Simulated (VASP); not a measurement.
# Co (P6_3/mmc) in VASP: further runs, part 2 of 2

VASP 6.6.1. The steps go on from the part before.

**3. Single point, PBEsol, collinear spin, ferromagnetic start**

This run uses another cell than the first one, of 8.97 Å³/atom, 1.004 times its volume.

INCAR reads:

```
SYSTEM = Co
ALGO     = Normal         ! electronic algorithm
EDIFF    = 1E-6           ! SCF threshold, eV
ENCUT    = 520            ! plane-wave cutoff, eV
GGA      = PS             ! functional
ISIF     = 2              ! what is computed and relaxed
ISMEAR   = 0              ! smearing method
ISPIN    = 2              ! spin polarisation
LASPH    = .True.         ! aspherical terms in the spheres
LCHARG   = .False.        ! write CHGCAR
LMAXMIX  = 4              ! l up to which the mixer works
LORBIT   = 11             ! projections on sites
LREAL    = .False.        ! projectors in reciprocal space
LWAVE    = .False.        ! write WAVECAR
MAGMOM   = 1.79 1.79      ! initial moments
NBANDS   = 20             ! bands
NELM     = 150            ! most SCF steps
PREC     = Accurate       ! precision mode
SIGMA    = 0.15           ! smearing width, eV
```

KPOINTS reads:

```
k-points
0
Gamma
  21 21 12
  0 0 0
```

POSCAR reads:

```
Co
1.0
    2.3819000000      0.0000000000      0.0000000000
   -1.1909500000      2.0627859093      0.0000000000
    0.0000000000      0.0000000000      3.6500000000
Co
2
Direct
    0.3333333333      0.6666666667      0.2500000000
    0.6666666667      0.3333333333      0.7500000000
```

Potentials or basis: VASP PAW PBE potentials, release 64 (Co).

Started as:

```sh
cat potpaw_PBE.64/Co/POTCAR > POTCAR
mpirun -np 1 vasp_std > vasp.out
```

OUTCAR:

```text
SYSTEM = Co
   EDIFF = 1E-6
   ENCUT = 520
   GGA = PS
   ISIF = 2
   ISMEAR = 0
   ISPIN = 2
   LASPH = .True.
   LORBIT = 11
   LREAL = .False.
   NELM = 150
   PREC = Accurate

 ion  position               nearest neighbor table
   1  0.333  0.667  0.250-   2 2.29   2 2.29   2 2.29   2 2.29   2 2.29   2 2.29
   2  0.667  0.333  0.750-   1 2.29   1 2.29   1 2.29   1 2.29   1 2.29   1 2.29

  LATTYP: Found a hexagonal cell.
 ALAT       =     2.3819000000
 C/A-ratio  =     1.5323901087

  Lattice vectors:

 A1 = (   2.3819000000,   0.0000000000,   0.0000000000)
 A2 = (  -1.1909500000,   2.0627859093,   0.0000000000)
 A3 = (   0.0000000000,   0.0000000000,   3.6500000000)

Analysis of symmetry for initial positions (statically):
=====================================================================
 Subroutine PRICEL returns:
 Original cell was already a primitive cell.

 Routine SETGRP: Setting up the symmetry group for a
 hexagonal supercell.

 Subroutine GETGRP returns: Found 24 space group operations
 (whereof 12 operations were pure point group operations)
 out of a pool of 24 trial point group operations.

The static configuration has the point symmetry D_3d.
 The point group associated with its full space group is D_6h.

Analysis of symmetry for dynamics (positions and initial velocities):
=====================================================================
 Subroutine PRICEL returns:
 Original cell was already a primitive cell.

 Routine SETGRP: Setting up the symmetry group for a
 hexagonal supercell.

 Subroutine GETGRP returns: Found 24 space group operations
 (whereof 12 operations were pure point group operations)
 out of a pool of 24 trial point group operations.

The dynamic configuration has the point symmetry D_3d.
 The point group associated with its full space group is D_6h.

Analysis of structural, dynamic, and magnetic symmetry:
=====================================================================
 Subroutine PRICEL returns:
 Original cell was already a primitive cell.

 Routine SETGRP: Setting up the symmetry group for a
 hexagonal supercell.

[... 146 lines left out ...]
 Free energy of the ion-electron system (eV)
  ---------------------------------------------------
  ext. energy  EPLUGINS =         0.00000000
  ---------------------------------------------------
  free energy    TOTEN  =       -15.07401298 eV

  energy without entropy =      -15.04776914  energy(sigma->0) =      -15.06089106

 E-fermi :  13.0390     XC(G=0): -14.7449

 val. band max:       13.0383516955   @ k =   0.3810   0.0952   0.0000
 cond. band min:      13.0404519323   @ k =   0.2381   0.0000   0.0000
 fundamental gap:      0.0021002368
 Fermi energy:        13.0389990147

 spin component 1

 k-point     1 :       0.0000    0.0000    0.0000
  band No.  band energies     occupation
      1       2.9189      1.00000
      2       6.9104      1.00000
      3      10.1665      1.00000
      4      10.1665      1.00000
      5      10.5157      1.00000
      6      10.6908      1.00000
[... 541 lines left out ...]
     19      40.7607      0.00000
     20      42.9493      0.00000

 [... further k-points ...]

 spin component 2

 k-point     1 :       0.0000    0.0000    0.0000
  band No.  band energies     occupation
      1       3.0062      1.00000
      2       7.7770      1.00000
      3      11.5479      1.00000
      4      11.5479      1.00000
      5      11.9616      1.00000
      6      12.1345      1.00000
[... 541 lines left out ...]
     19      40.9980      0.00000
     20      43.4339      0.00000

 [... further k-points ...]
[... 5 lines left out ...]
  --------------------------------------------------------------------------------------
  -------------------------------------------------------------------------------------
  Total        4.4661563      4.4661563      7.1832865      0.0000000      0.0000000      0.0000000
  in kB      399.0009739    399.0009739    641.7460828      0.0000000      0.0000000      0.0000000
  external PRESSURE =     479.9160102 kB  Pullay stress =       0.0000000 kB

 VOLUME and BASIS-vectors are now :
 -----------------------------------------------------------------------------
  energy-cutoff  :      520.00
  volume of cell :       17.93
      direct lattice vectors                 reciprocal lattice vectors
     2.381900000  0.000000000  0.000000000     0.419832907  0.242390642  0.000000000
    -1.190950000  2.062785909  0.000000000     0.000000000  0.484781283  0.000000000
     0.000000000  0.000000000  3.650000000     0.000000000  0.000000000  0.273972603

 POSITION                                       TOTAL-FORCE (eV/Angst)
 -----------------------------------------------------------------------------------
     -0.00000      1.37519      0.91250        -0.000000     -0.000000      0.000000
      1.19095      0.68760      2.73750         0.000000      0.000000      0.000000
 -----------------------------------------------------------------------------------
    total drift:                               -0.000000      0.000000     -0.000000

  FREE ENERGIE OF THE ION-ELECTRON SYSTEM (eV)
  ---------------------------------------------------
  free  energy   TOTEN  =       -15.0740129798 eV

  energy  without entropy=      -15.0477691398  energy(sigma->0) =      -15.06089106

 total charge

# of ion       s       p       d       tot
------------------------------------------
    1        0.580   0.716   7.431   8.726
    2        0.580   0.716   7.431   8.726
--------------------------------------------------
tot          1.159   1.433  14.861  17.453

 magnetization (x)

# of ion       s       p       d       tot
------------------------------------------
    1       -0.016  -0.050   1.412   1.346
    2       -0.016  -0.050   1.412   1.346
--------------------------------------------------
tot         -0.031  -0.100   2.824   2.693
```

OSZICAR:

```text
N       E                     dE             d eps       ncg     rms          rms(c)
DAV:   1     0.836838750521E+02    0.83684E+02   -0.78386E+03 28856   0.125E+03
DAV:   2    -0.126294231134E+02   -0.96313E+02   -0.86413E+02 27264   0.223E+02
DAV:   3    -0.173001813927E+02   -0.46708E+01   -0.44942E+01 30212   0.581E+01
DAV:   4    -0.173703300073E+02   -0.70149E-01   -0.70094E-01 32840   0.632E+00
DAV:   5    -0.173723930728E+02   -0.20631E-02   -0.20629E-02 31520   0.105E+00    0.199E+01
DAV:   6    -0.153236230748E+02    0.20488E+01   -0.55114E+00 31264   0.526E+01    0.523E+00
DAV:   7    -0.151219877420E+02    0.20164E+00   -0.64965E-01 33800   0.155E+01    0.396E+00
DAV:   8    -0.150848441242E+02    0.37144E-01   -0.13894E-02 41084   0.137E+00    0.220E+00
DAV:   9    -0.150743009956E+02    0.10543E-01   -0.19136E-03 42868   0.618E-01    0.535E-01
DAV:  10    -0.150740715985E+02    0.22940E-03   -0.57550E-04 30464   0.333E-01    0.799E-02
DAV:  11    -0.150740195969E+02    0.52002E-04   -0.31988E-05 33196   0.872E-02    0.317E-02
DAV:  12    -0.150740129812E+02    0.66157E-05   -0.64548E-06 34716   0.267E-02    0.236E-02
DAV:  13    -0.150740129798E+02    0.13583E-08   -0.59847E-07 16452   0.116E-02
   1 F= -.15074013E+02 E0= -.15060891E+02  d E =-.262438E-01  mag=     2.7286
```

stdout:

```text
POSCAR found type information on POSCAR Co
 POSCAR found :  1 types and       2 ions
 scaLAPACK will be used
 -----------------------------------------------------------------------------
|                                                                             |
|                                                                             |
|     You enforced a specific xc type in the INCAR file but a different       |
|     I HOPE YOU KNOW WHAT YOU ARE DOING!                                     |
|                                                                             |
 -----------------------------------------------------------------------------

 LDA part: xc-table for (Slater+PW92), standard interpolation
 POSCAR, INCAR and KPOINTS ok, starting setup
 FFT: planning ... GRIDC
 FFT: planning ... GRID_SOFT
 FFT: planning ... GRID
 WAVECAR not read
 entering main loop
```

Wall time 2 min (1 thread of Intel Xeon 6975P-C (Granite Rapids), shared host); peak memory 0.27 GiB.

Results:

| Property | Result |
| --- | --- |
| Free energy | -15.0740 eV |
| Pressure | 48.0 GPa |
| Net moment | 2.73 μB per cell |
| Site moments | Co +1.35 μB |
| Valence electrons inside the program's atomic spheres | Co 8.73 |

Levels at points of the mesh, in eV from the Fermi level:
Spin up:
```tsv
k point	band 6	band 7	band 8	band 9	band 10	band 11	band 12	band 13	band 14	band 15
(0.00, 0.00, 0.00)	-2.35	-2.35	-2.16	-2.16	-0.39	-0.39	0.56	9.13	22.77	26.87
(0.00, 0.00, 0.50)	-3.05	-3.05	-3.05	-0.79	-0.79	-0.79	-0.79	18.79	18.79	23.80
```
Spin down:
```
           k point  band 6  band 7  band 8  band 9  band 10  band 11
(0.00, 0.00, 0.00)   -0.90   -0.90   -0.74   -0.74     0.63     1.15
(0.00, 0.00, 0.50)   -1.69   -1.69   -1.69    0.75     0.75     0.75
```

Caveat: the PAW data sets were made with another functional, which shifts forces and pressure a little.

**4. Single point, PBEsol, collinear spin, ferromagnetic start**

This run uses another cell than the first one, of 9.04 Å³/atom, 1.011 times its volume.

INCAR is that of step 3.

KPOINTS is that of step 3.

POSCAR reads:

```
Co
1.0
    2.3327000000      0.0000000000      0.0000000000
   -1.1663500000      2.0201774594      0.0000000000
    0.0000000000      0.0000000000      3.8351000000
Co
2
Direct
    0.3333333333      0.6666666667      0.2500000000
    0.6666666667      0.3333333333      0.7500000000
```

Potentials or basis: VASP PAW PBE potentials, release 64 (Co).

Started as:

```sh
cat potpaw_PBE.64/Co/POTCAR > POTCAR
mpirun -np 1 vasp_std > vasp.out
```

OUTCAR:

```text
SYSTEM = Co
   EDIFF = 1E-6
   ENCUT = 520
   GGA = PS
   ISIF = 2
   ISMEAR = 0
   ISPIN = 2
   LASPH = .True.
   LORBIT = 11
   LREAL = .False.
   NELM = 150
   PREC = Accurate

 ion  position               nearest neighbor table
   1  0.333  0.667  0.250-   2 2.34   2 2.34   2 2.34   2 2.34   2 2.34   2 2.34
   2  0.667  0.333  0.750-   1 2.34   1 2.34   1 2.34   1 2.34   1 2.34   1 2.34

  LATTYP: Found a hexagonal cell.
 ALAT       =     2.3327000000
 C/A-ratio  =     1.6440605307

  Lattice vectors:

 A1 = (   2.3327000000,   0.0000000000,   0.0000000000)
 A2 = (  -1.1663500000,   2.0201774594,   0.0000000000)
[... 1323 lines left out ...]
 VOLUME and BASIS-vectors are now :
 -----------------------------------------------------------------------------
  energy-cutoff  :      520.00
  volume of cell :       18.07
      direct lattice vectors                 reciprocal lattice vectors
     2.332700000  0.000000000  0.000000000     0.428687787  0.247503009  0.000000000
    -1.166350000  2.020177459  0.000000000     0.000000000  0.495006018  0.000000000
     0.000000000  0.000000000  3.835100000     0.000000000  0.000000000  0.260749394

 POSITION                                       TOTAL-FORCE (eV/Angst)
 -----------------------------------------------------------------------------------
     -0.00000      1.34678      0.95878         0.000000     -0.000000      0.000000
      1.16635      0.67339      2.87633        -0.000000      0.000000      0.000000
 -----------------------------------------------------------------------------------
    total drift:                               -0.000000      0.000000     -0.000000

  FREE ENERGIE OF THE ION-ELECTRON SYSTEM (eV)
  ---------------------------------------------------
  free  energy   TOTEN  =       -15.1559480984 eV

  energy  without entropy=      -15.1336601184  energy(sigma->0) =      -15.14480411

 total charge

# of ion       s       p       d       tot
------------------------------------------
    1        0.575   0.707   7.416   8.699
    2        0.575   0.707   7.416   8.699
--------------------------------------------------
tot          1.151   1.415  14.831  17.397

 magnetization (x)

# of ion       s       p       d       tot
------------------------------------------
    1       -0.015  -0.050   1.488   1.423
    2       -0.015  -0.050   1.488   1.423
--------------------------------------------------
tot         -0.031  -0.099   2.977   2.847
```

OSZICAR:

```text
N       E                     dE             d eps       ncg     rms          rms(c)
DAV:   1     0.825894589855E+02    0.82589E+02   -0.78852E+03 29032   0.125E+03
DAV:   2    -0.127741357771E+02   -0.95364E+02   -0.85579E+02 27272   0.222E+02
DAV:   3    -0.174218769021E+02   -0.46477E+01   -0.44534E+01 30300   0.578E+01
DAV:   4    -0.174916547952E+02   -0.69778E-01   -0.69720E-01 32732   0.629E+00
DAV:   5    -0.174937356497E+02   -0.20809E-02   -0.20807E-02 31480   0.106E+00    0.196E+01
DAV:   6    -0.154073646131E+02    0.20864E+01   -0.57460E+00 31096   0.533E+01    0.543E+00
DAV:   7    -0.152004366478E+02    0.20693E+00   -0.67899E-01 33596   0.159E+01    0.405E+00
DAV:   8    -0.151672311119E+02    0.33206E-01   -0.13417E-02 40452   0.130E+00    0.231E+00
DAV:   9    -0.151561808633E+02    0.11050E-01   -0.22902E-03 40920   0.718E-01    0.537E-01
DAV:  10    -0.151559033007E+02    0.27756E-03   -0.42309E-04 30436   0.258E-01    0.126E-01
DAV:  11    -0.151559518139E+02   -0.48513E-04   -0.46020E-05 36676   0.146E-01    0.336E-02
DAV:  12    -0.151559461656E+02    0.56482E-05   -0.95466E-06 31964   0.344E-02    0.265E-02
DAV:  13    -0.151559485565E+02   -0.23908E-05   -0.57721E-07 17528   0.127E-02    0.117E-02
DAV:  14    -0.151559480984E+02    0.45810E-06   -0.51209E-07 14536   0.115E-02
   1 F= -.15155948E+02 E0= -.15144804E+02  d E =-.222880E-01  mag=     2.8813
```

Wall time 2.3 min (1 thread of Intel Xeon 6975P-C (Granite Rapids), shared host); peak memory 0.27 GiB.

Results:

- Free energy: -15.1559 eV
- Pressure: 44.7 GPa
- Net moment: 2.88 μB per cell
- Site moments: Co +1.42 μB
- Valence electrons inside the program's atomic spheres: Co 8.70

Levels at points of the mesh, in eV from the Fermi level:
Spin up:
```csv
k point,band 6,band 7,band 8,band 9,band 10,band 11,band 12,band 13,band 14,band 15
"(0.00, 0.00, 0.00)",-2.43,-2.43,-1.87,-1.87,-0.48,-0.48,-0.42,7.91,23.68,26.87
"(0.00, 0.00, 0.50)",-2.89,-2.89,-2.89,-0.88,-0.88,-0.88,-0.88,16.78,16.78,24.54
```
Spin down:
```tsv
k point	band 4	band 5	band 6	band 7	band 8	band 9	band 10	band 11
(0.00, 0.00, 0.00)	-1.39	-1.39	-0.94	-0.94	-0.34	-0.29	-0.29	1.21
(0.00, 0.00, 0.50)	-2.17	-1.45	-1.45	-1.45	-1.45	0.78	0.78	0.78
```

Caveat: the PAW data sets were made with another functional, which shifts forces and pressure a little.

**5. Summary**

| cell | gap on the mesh (eV) | pressure (GPa) | moment (μB) |
| --- | --- | --- | --- |
| a = 2.431, b = 2.431, c = 3.491 Å, angles 90.0, 90.0, 120.0°, 2 atoms | none | 50.1 | 2.36 |
| a = 2.382, b = 2.382, c = 3.650 Å, angles 90.0, 90.0, 120.0°, 2 atoms | none | 48.0 | 2.73 |
| a = 2.333, b = 2.333, c = 3.835 Å, angles 90.0, 90.0, 120.0°, 2 atoms | none | 44.7 | 2.88 |

Alike in all rows: task single point; level PBEsol; potentials or basis VASP PAW PBE potentials, release 64 (Co); spin collinear, ferromagnetic start; k mesh 21 × 21 × 12; cutoff (eV) 520; smearing gaussian 0.15 eV.

Caveats: the PAW data sets were made with another functional, which shifts forces and pressure a little.

Absolute energies hang on the potentials; compare differences alone.
